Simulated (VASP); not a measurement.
# IrO2 (P4_2/mnm) in VASP: notebook

The runs below take IrO2 through single point, relaxation of cell and atoms, with PBE.

Program: VASP 6.6.1. These are calculated values, not measurements. Logs are shortened: lines on timing, memory, paths and dates and some standing lists are left out, and cuts for length are marked.

### Step 1. The cell of the first run

The structure is tetragonal, space group P4_2/mnm (No. 136). Conventional cell: a = 4.529 Å, b = 4.529 Å, c = 3.180 Å, α = 90.00°, β = 90.00°, γ = 90.00°. Ir (site symmetry mmm) has 6 O at 1.98 to 2.01 Å within 2.6 Å. Within 2.6 Å of O (site symmetry m2m) lie 3 Ir at 1.98 to 2.01 Å and 1 O at 2.45 Å.

### Step 2. Single point, PBE

The input, INCAR:

```
SYSTEM = IrO2
ALGO     = Normal         ! electronic algorithm
EDIFF    = 1E-6           ! SCF threshold, eV
ENCUT    = 600            ! plane-wave cutoff, eV
GGA      = PE             ! functional
GGA_COMPAT= .FALSE.      
ISIF     = 2              ! what is computed and relaxed
ISMEAR   = 0              ! smearing method
LASPH    = .TRUE.         ! aspherical terms in the spheres
LCHARG   = .FALSE.        ! write CHGCAR
LREAL    = .FALSE.        ! projectors in reciprocal space
LWAVE    = .FALSE.        ! write WAVECAR
NBANDS   = 30             ! bands
NELM     = 120            ! most SCF steps
PREC     = Accurate       ! precision mode
SIGMA    = 0.1            ! smearing width, eV
```

The input, KPOINTS:

```
k-points
0
G
  8 8 12
  0 0 0
```

The input, POSCAR:

```
IrO2
1.0
    4.5288310557      0.0000000000      0.0000000000
    0.0000000000      4.5288310557      0.0000000000
    0.0000000000      0.0000000000      3.1798576752
Ir O
2 4
Direct
    0.5000000000      0.5000000000      0.5000000000
    0.0000000000      0.0000000000      0.0000000000
    0.6915840354      0.6915840354      0.0000000000
    0.8084159646      0.1915840354      0.5000000000
    0.3084159646      0.3084159646      0.0000000000
    0.1915840354      0.8084159646      0.5000000000
```

Potentials or basis: VASP PAW PBE potentials, release 64 (Ir, O).

Started as:

```
$ cat potpaw_PBE.64/Ir/POTCAR potpaw_PBE.64/O/POTCAR > POTCAR
$ mpirun -np 1 vasp_std > vasp.out
```

OUTCAR:

```text
SYSTEM = IrO2
   EDIFF = 1E-6
   ENCUT = 600
   GGA = PE
   ISIF = 2
   ISMEAR = 0
   LASPH = .TRUE.
   LREAL = .FALSE.
   NELM = 120
   PREC = Accurate

 ion  position               nearest neighbor table
   1  0.500  0.500  0.500-   4 1.98   6 1.98   5 2.01   3 2.01   3 2.01   5 2.01
   2  0.000  0.000  0.000-   3 1.98   5 1.98   4 2.01   6 2.01   4 2.01   6 2.01
   3  0.692  0.692  0.000-   2 1.98   1 2.01   1 2.01
   4  0.808  0.192  0.500-   1 1.98   2 2.01   2 2.01
   5  0.308  0.308  0.000-   2 1.98   1 2.01   1 2.01
   6  0.192  0.808  0.500-   1 1.98   2 2.01   2 2.01

  LATTYP: Found a simple tetragonal cell.
 ALAT       =     4.5288310557
 C/A-ratio  =     0.7021365196

  Lattice vectors:

 A1 = (   4.5288310557,   0.0000000000,   0.0000000000)
 A2 = (   0.0000000000,   4.5288310557,   0.0000000000)
 A3 = (   0.0000000000,   0.0000000000,   3.1798576752)

Analysis of symmetry for initial positions (statically):
=====================================================================
 Subroutine PRICEL returns:
 Original cell was already a primitive cell.

 Routine SETGRP: Setting up the symmetry group for a
 simple tetragonal supercell.

 Subroutine GETGRP returns: Found 16 space group operations
 (whereof  8 operations were pure point group operations)
 out of a pool of 16 trial point group operations.

The static configuration has the point symmetry D_2h.
 The point group associated with its full space group is D_4h.

Analysis of symmetry for dynamics (positions and initial velocities):
=====================================================================
 Subroutine PRICEL returns:
 Original cell was already a primitive cell.

 Routine SETGRP: Setting up the symmetry group for a
 simple tetragonal supercell.

 Subroutine GETGRP returns: Found 16 space group operations
 (whereof  8 operations were pure point group operations)
 out of a pool of 16 trial point group operations.

The dynamic configuration has the point symmetry D_2h.
 The point group associated with its full space group is D_4h.

 Subroutine INISYM returns: Found 16 space group operations
 (whereof  8 operations are pure point group operations),
 and found     1 'primitive' translations

----------------------------------------------------------------------------------------

                                     Primitive cell

  volume of cell :      65.2199

  direct lattice vectors                    reciprocal lattice vectors
     4.528831056  0.000000000  0.000000000     0.220807530  0.000000000  0.000000000
     0.000000000  4.528831056  0.000000000     0.000000000  0.220807530  0.000000000
     0.000000000  0.000000000  3.179857675     0.000000000  0.000000000  0.314479484

  length of vectors
     4.528831056  4.528831056  3.179857675     0.220807530  0.220807530  0.314479484

  position of ions in fractional coordinates (direct lattice)
     0.500000000  0.500000000  0.500000000
     0.000000000  0.000000000  0.000000000
     0.691584035  0.691584035  0.000000000
     0.808415965  0.191584035  0.500000000
     0.308415965  0.308415965  0.000000000
     0.191584035  0.808415965  0.500000000

  ion indices of the primitive-cell ions
   primitive index   ion index
                 1           1
                 2           2
                 3           3
                 4           4
                 5           5
                 6           6

----------------------------------------------------------------------------------------

 KPOINTS: k-points

Automatic generation of k-mesh.
 Grid dimensions read from file:
 generate k-points for:    8    8   12

 Generating k-lattice:

  Cartesian coordinates                     Fractional coordinates (reciprocal lattice)
     0.027600941  0.000000000  0.000000000     0.125000000  0.000000000  0.000000000
     0.000000000  0.027600941  0.000000000     0.000000000  0.125000000  0.000000000
     0.000000000  0.000000000  0.026206624     0.000000000  0.000000000  0.083333333

  Length of vectors
     0.027600941  0.027600941  0.026206624

  Shift w.r.t. Gamma in fractional coordinates (k-lattice)
     0.000000000  0.000000000  0.000000000

 Subroutine IBZKPT returns following result:
 ===========================================

 Found    105 irreducible k-points:

 Following reciprocal coordinates:
            Coordinates               Weight
  0.000000  0.000000  0.000000      1.000000
  0.125000  0.000000  0.000000      4.000000
  0.250000  0.000000  0.000000      4.000000
  0.375000  0.000000  0.000000      4.000000
  0.500000  0.000000  0.000000      2.000000
  0.125000  0.125000  0.000000      4.000000
[... 16 lines left out ...]
  0.375000  0.125000  0.083333     16.000000
  0.500000  0.125000  0.083333      8.000000
 [... further k-points ...]
   k-points           NKPTS =    105   k-points in BZ     NKDIM =    105   number of bands    NBANDS=     30
   number of dos      NEDOS =    301   number of ions     NIONS =      6
[... 38 lines left out ...]
  Fermi-wavevector in a.u.,A,eV,Ry     =   1.413724  2.671551 27.192814  1.998615
  Thomas-Fermi vector in A             =   2.535340
   LORBIT       =      0    0 simple, 1 ext, 2 COOP (PROOUT), +10 PAW based schemes
   GGA     = PE    functional components
   LHFCALC =     F    Hartree Fock is set to
   AEXX    =    0.0000 exact exchange contribution
   IVDW    =     0    specifies the selected vdW correction
   LEPSILON=     F    determine dielectric tensor
   LRPA    =     F    only Hartree local field effects (RPA)
 non-spin polarized calculation
 Gauss-broadening in eV      SIGMA  =   0.10
  energy-cutoff  :      600.00
  volume of cell :       65.22
 maximum number of plane-waves:      2216
   NGX = 19   NGY = 19   NGZ = 13

 number of electron      42.0000000 magnetization

 Free energy of the ion-electron system (eV)
  ---------------------------------------------------
  ext. energy  EPLUGINS =         0.00000000
  ---------------------------------------------------
  free energy    TOTEN  =       -42.27980535 eV

  energy without entropy =      -42.26675404  energy(sigma->0) =      -42.27327970

 E-fermi :   5.9228     XC(G=0): -11.9000

 val. band max:        5.9213089801   @ k =   0.3750   0.3750   0.1667
 cond. band min:       5.9253104998   @ k =   0.2500   0.0000   0.3333
 fundamental gap:      0.0040015197
 Fermi energy:         5.9227925487

 k-point     1 :       0.0000    0.0000    0.0000
  band No.  band energies     occupation
      1     -15.1129      2.00000
      2     -13.9407      2.00000
      3     -12.9227      2.00000
      4     -12.9227      2.00000
      5      -3.7166      2.00000
      6      -3.4689      2.00000
[... 22 lines left out ...]
     29      14.4451      0.00000
     30      17.5787      0.00000

 k-point     2 :       0.1250    0.0000    0.0000
  band No.  band energies     occupation
      1     -15.0539      2.00000
      2     -13.9338      2.00000
      3     -12.9999      2.00000
      4     -12.9573      2.00000
      5      -3.5620      2.00000
      6      -3.3522      2.00000
[... 22 lines left out ...]
     29      14.5139      0.00000
     30      17.4674      0.00000

 k-point     3 :       0.2500    0.0000    0.0000
  band No.  band energies     occupation
      1     -14.8834      2.00000
      2     -13.9390      2.00000
      3     -13.1798      2.00000
      4     -13.0505      2.00000
      5      -3.1432      2.00000
      6      -3.0243      2.00000
[... 22 lines left out ...]
     29      14.7542      0.00000
     30      17.1305      0.00000

 k-point     4 :       0.3750    0.0000    0.0000
  band No.  band energies     occupation
      1     -14.6223      2.00000
      2     -14.0500      2.00000
      3     -13.3103      2.00000
      4     -13.1743      2.00000
      5      -2.6045      2.00000
      6      -2.5746      2.00000
[... 616 lines left out ...]
     29      15.0040      0.00000
     30      17.0237      0.00000

 k-point    23 :       0.3750    0.1250    0.0833
  band No.  band energies     occupation
      1     -14.5583      2.00000
      2     -14.0364      2.00000
      3     -13.3480      2.00000
      4     -13.1541      2.00000
      5      -3.0183      2.00000
      6      -2.1868      2.00000
[... 22 lines left out ...]
     29      15.3976      0.00000
     30      16.5546      0.00000

 k-point    24 :       0.5000    0.1250    0.0833
  band No.  band energies     occupation
      1     -14.2853      2.00000
      2     -14.2853      2.00000
      3     -13.2782      2.00000
      4     -13.2782      2.00000
      5      -2.5251      2.00000
      6      -2.5251      2.00000
[... 22 lines left out ...]
     29      15.9638      0.00000
     30      15.9638      0.00000

 [... further k-points ...]

------------------------ aborting loop because EDIFF is reached ----------------------------------------

  FORCE on cell =-STRESS in cart. coord.  units (eV):
  Direction    XX          YY          ZZ          XY          YZ          ZX
  --------------------------------------------------------------------------------------
  -------------------------------------------------------------------------------------
  Total        0.7347141      0.7347141      1.0612896      0.0000000      0.0000000      0.0000000
  in kB       18.0488294     18.0488294     26.0714126      0.0000000      0.0000000      0.0000000
  external PRESSURE =      20.7230238 kB  Pullay stress =       0.0000000 kB

 VOLUME and BASIS-vectors are now :
 -----------------------------------------------------------------------------
  energy-cutoff  :      600.00
  volume of cell :       65.22
      direct lattice vectors                 reciprocal lattice vectors
     4.528831056  0.000000000  0.000000000     0.220807530  0.000000000  0.000000000
     0.000000000  4.528831056  0.000000000     0.000000000  0.220807530  0.000000000
     0.000000000  0.000000000  3.179857675     0.000000000  0.000000000  0.314479484

 POSITION                                       TOTAL-FORCE (eV/Angst)
 -----------------------------------------------------------------------------------
      2.26442      2.26442      1.58993        -0.000000      0.000000     -0.000000
      0.00000      0.00000      0.00000        -0.000000      0.000000     -0.000000
      3.13207      3.13207      0.00000         0.003203      0.003203      0.000000
      3.66118      0.86765      1.58993        -0.003203      0.003203      0.000000
      1.39676      1.39676      0.00000        -0.003203     -0.003203     -0.000000
      0.86765      3.66118      1.58993         0.003203     -0.003203     -0.000000
 -----------------------------------------------------------------------------------
    total drift:                                0.000000      0.000000      0.000000

  FREE ENERGIE OF THE ION-ELECTRON SYSTEM (eV)
  ---------------------------------------------------
  free  energy   TOTEN  =       -42.2798053521 eV

  energy  without entropy=      -42.2667540393  energy(sigma->0) =      -42.27327970
```

Run time: 2 min. Hardware: 1 thread of Intel Xeon Platinum 8488C (Sapphire Rapids), shared host; peak memory 0.33 GiB.

What came out:

```
Free energy            : -42.2798 eV
Pressure               : 2.1 GPa
Largest force          : 0.005 eV/Å
Band gap on the k mesh : zero (band 21 reaches 6.43 eV, above the bottom of band 22 at 5.14 eV)
```

Forces in eV/Å, atoms in the order of the input:
```
Ir   0.000  0.000  0.000
Ir   0.000  0.000  0.000
O    0.003  0.003  0.000
O   -0.003  0.003  0.000
O   -0.003 -0.003  0.000
O    0.003 -0.003  0.000
```

Stress tensor (GPa, compression positive):
```
1.80 0.00 0.00
0.00 1.80 0.00
0.00 0.00 2.61
```

Levels at points of the mesh, in eV from the Fermi level:
| k point | band 18 | band 19 | band 20 | band 21 | band 22 | band 23 | band 24 | band 25 |
| --- | --- | --- | --- | --- | --- | --- | --- | --- |
| (0.00, 0.00, 0.00) | -2.38 | -2.32 | -2.22 | -2.16 | 0.67 | 1.20 | 4.06 | 4.06 |
| (0.50, 0.00, 0.00) | -1.62 | -1.28 | -1.28 | -0.29 | -0.29 | 3.50 | 3.50 | 3.50 |
| (0.50, 0.50, 0.00) | -2.45 | -2.34 | -2.34 | 0.20 | 0.20 | 2.39 | 2.39 | 4.05 |
| (0.00, 0.00, 0.50) | -1.86 | -0.68 | -0.68 | 0.25 | 0.25 | 2.21 | 2.21 | 2.67 |
| (0.50, 0.00, 0.50) | -2.70 | -1.75 | -1.75 | 0.51 | 0.51 | 1.05 | 1.05 | 4.45 |
| (0.50, 0.50, 0.50) | -1.78 | -1.19 | -1.19 | -0.47 | -0.47 | 2.16 | 2.16 | 3.13 |

Caveat: spin-orbit coupling is left out, which moves the levels of the heavy elements.

### Step 3. Relaxation of cell and atoms, PBE

This run uses another cell than the first one, of 10.75 Å³/atom, 0.989 times its volume.

The input, INCAR:

```
PREC = Accurate
ENCUT = 600
EDIFF = 1E-7
ISMEAR = 0
SIGMA = 0.1
LREAL = False
LASPH = True
NELM = 120
ALGO = Normal
ISIF = 3
LWAVE = False
LCHARG = False
GGA = PE
IBRION = 2
NSW = 100
EDIFFG = -0.01
GGA_COMPAT = False
NELMIN = 4
```

The input, KPOINTS:

```
Automatic mesh
0
Gamma
  8 8 12
```

The input, POSCAR:

```
IrO2
1.0
    4.5053138700      0.0000000000      0.0000000000
    0.0000000000      4.5053138700      0.0000000000
    0.0000000000      0.0000000000      3.1767063100
Ir O
2 4
Direct
    0.5000000000      0.5000000000      0.5000000000
    0.0000000000      0.0000000000      0.0000000000
    0.6913366900      0.6913366900      0.0000000000
    0.8086633100      0.1913367100      0.5000000000
    0.3086633100      0.3086633100      0.0000000000
    0.1913367100      0.8086633100      0.5000000000
```

Potentials or basis: VASP PAW PBE potentials, release 64 (Ir, O).

Started as:

```
$ cat potpaw_PBE.64/Ir/POTCAR potpaw_PBE.64/O/POTCAR > POTCAR
$ mpirun -np 1 vasp_std > vasp.out
```

Wall time 7.2 min (1 thread of Intel Xeon Platinum 8488C (Sapphire Rapids), shared host); peak memory 0.32 GiB.

The run converged. Its results:

```yaml
Free_energy: -42.2811 eV
Relaxed_volume: 10.95 Å³/atom
Relaxed_cell: a = 4.539 Å, b = 4.539 Å, c = 3.190 Å, α = 90.00°, β = 90.00°, γ = 90.00°
Space_group_after_relaxing_to_0.05_Å: P4_2/mnm (No. 136)
Energy_gained_by_relaxing: 3.2 meV/atom
Ionic_steps: 7
Pressure_after_relaxing: -0.1 GPa
Largest_force_after_relaxing: 0.009 eV/Å
Band_gap_on_the_k_mesh: zero (band 21 reaches 6.31 eV, above the bottom of band 22 at 5.04 eV)
```

Forces on the atoms (eV/Å):
```
Ir   0.000  0.000  0.000
Ir   0.000  0.000  0.000
O    0.006  0.006  0.000
O   -0.006  0.006  0.000
O   -0.006 -0.006  0.000
O    0.006 -0.006  0.000
```

Step by step:
```
step  energy change (eV)  largest force (eV/Å)  pressure (GPa)  volume (Å³)
   1              0.0000                0.0081            5.23        64.48
   2              0.0398                0.0840           -8.29        67.81
   3             -0.0186                0.0280           -0.01        65.65
   4             -0.0186                0.0273            0.08        65.63
   5             -0.0192                0.0653            0.06        65.70
   6             -0.0193                0.0369            0.07        65.68
   7             -0.0194                0.0089           -0.09        65.73
```

Final structure:
```cif
data_structure
_symmetry_space_group_name_H-M 'P 1'
_symmetry_Int_Tables_number 1
_cell_length_a 4.5393
_cell_length_b 4.5393
_cell_length_c 3.1897
_cell_angle_alpha 90.000
_cell_angle_beta 90.000
_cell_angle_gamma 90.000
_cell_volume 65.73
loop_
_atom_site_label
_atom_site_type_symbol
_atom_site_fract_x
_atom_site_fract_y
_atom_site_fract_z
_atom_site_occupancy
Ir1 Ir 0.50000 0.50000 0.50000 1
Ir2 Ir 0.00000 0.00000 0.00000 1
O1 O 0.69144 0.69144 0.00000 1
O2 O 0.80856 0.19144 0.50000 1
O3 O 0.30856 0.30856 0.00000 1
O4 O 0.19144 0.80856 0.50000 1
```

Levels at points of the mesh, in eV from the Fermi level:
| k point | band 19 | band 20 | band 21 | band 22 | band 23 | band 24 |
| --- | --- | --- | --- | --- | --- | --- |
| (0.00, 0.00, 0.00) | -2.29 | -2.18 | -2.13 | 0.64 | 1.18 | 4.02 |
| (0.50, 0.00, 0.00) | -1.27 | -1.27 | -0.29 | -0.29 | 3.45 | 3.46 |
| (0.50, 0.50, 0.00) | -2.32 | -2.32 | 0.19 | 0.19 | 2.34 | 2.34 |
| (0.00, 0.00, 0.50) | -0.68 | -0.68 | 0.25 | 0.25 | 2.16 | 2.16 |
| (0.50, 0.00, 0.50) | -1.74 | -1.74 | 0.50 | 0.50 | 1.01 | 1.01 |
| (0.50, 0.50, 0.50) | -1.17 | -1.17 | -0.46 | -0.46 | 2.12 | 2.12 |

Caveat: spin-orbit coupling is left out, which moves the levels of the heavy elements.

### Step 4. Single point, PBE

This run uses another cell than the first one, of 10.75 Å³/atom, 0.989 times its volume.

The input, INCAR:

```
PREC = Accurate
ENCUT = 600
EDIFF = 1E-6
ISMEAR = 0
SIGMA = 0.1
LREAL = F
LASPH = T
NELM = 120
ALGO = Normal
ISIF = 2
LWAVE = F
LCHARG = T
GGA = PE
LELF = T
LVHAR = T
NBANDS = 30
GGA_COMPAT = F
```

The input, KPOINTS:

```
Automatic mesh
0
Gamma
  4 4 6
```

POSCAR is that of step 3.

Started as:

```
$ cat potpaw_PBE.64/Ir/POTCAR potpaw_PBE.64/O/POTCAR > POTCAR
$ mpirun -np 1 vasp_std > vasp.out
```

Run time: 29 s. Hardware: 1 thread of Intel Xeon Platinum 8488C (Sapphire Rapids), shared host; peak memory 0.21 GiB.

The run converged. Its results:

```
Free energy            : -42.2573 eV
Pressure               : 5.2 GPa
Largest force          : 0.007 eV/Å
Band gap on the k mesh : zero (band 21 reaches 6.61 eV, above the bottom of band 22 at 5.30 eV)
```

Forces in eV/Å, atoms in the order of the input:
```
Ir   0.000  0.000  0.000
Ir   0.000  0.000  0.000
O   -0.005 -0.005  0.000
O    0.005 -0.005  0.000
O    0.005  0.005  0.000
O   -0.005  0.005  0.000
```

Stress tensor (GPa, compression positive):
```
5.02 0.00 0.00
0.00 5.02 0.00
0.00 0.00 5.65
```

Levels at points of the mesh, in eV from the Fermi level:
```tsv
k point	band 19	band 20	band 21	band 22	band 23	band 24
(0.00, 0.00, 0.00)	-2.29	-2.24	-2.14	0.76	1.26	4.15
(0.50, 0.00, 0.00)	-1.27	-1.27	-0.26	-0.26	3.58	3.58
(0.50, 0.50, 0.00)	-2.35	-2.35	0.23	0.23	2.49	2.49
(0.00, 0.00, 0.50)	-0.65	-0.65	0.28	0.28	2.25	2.25
(0.50, 0.00, 0.50)	-1.76	-1.76	0.55	0.55	1.12	1.12
(0.50, 0.50, 0.50)	-1.17	-1.17	-0.45	-0.45	2.20	2.20
```

Caveat: spin-orbit coupling is left out, which moves the levels of the heavy elements.

### Step 5. The runs side by side

```tsv
task	cell	k mesh	gap on the mesh (eV)	pressure (GPa)	largest force (eV/Å)
single point	a = 4.529, b = 4.529, c = 3.180 Å, 6 atoms	8 × 8 × 12	none	2.1	-
relaxation of cell and atoms	relaxed from a = 4.505, b = 4.505, c = 3.177 Å, 6 atoms	8 × 8 × 12	none	-0.1	0.01
single point	a = 4.505, b = 4.505, c = 3.177 Å, 6 atoms	4 × 4 × 6	none	5.2	0.01
```

Alike in all rows: level PBE; potentials or basis VASP PAW PBE potentials, release 64 (Ir, O); no spin polarisation; cutoff (eV) 600; smearing gaussian 0.1 eV.

Caveats: spin-orbit coupling is left out, which moves the levels of the heavy elements.

Total energies depend on the potentials used, so only differences within one code and one set of settings carry meaning.
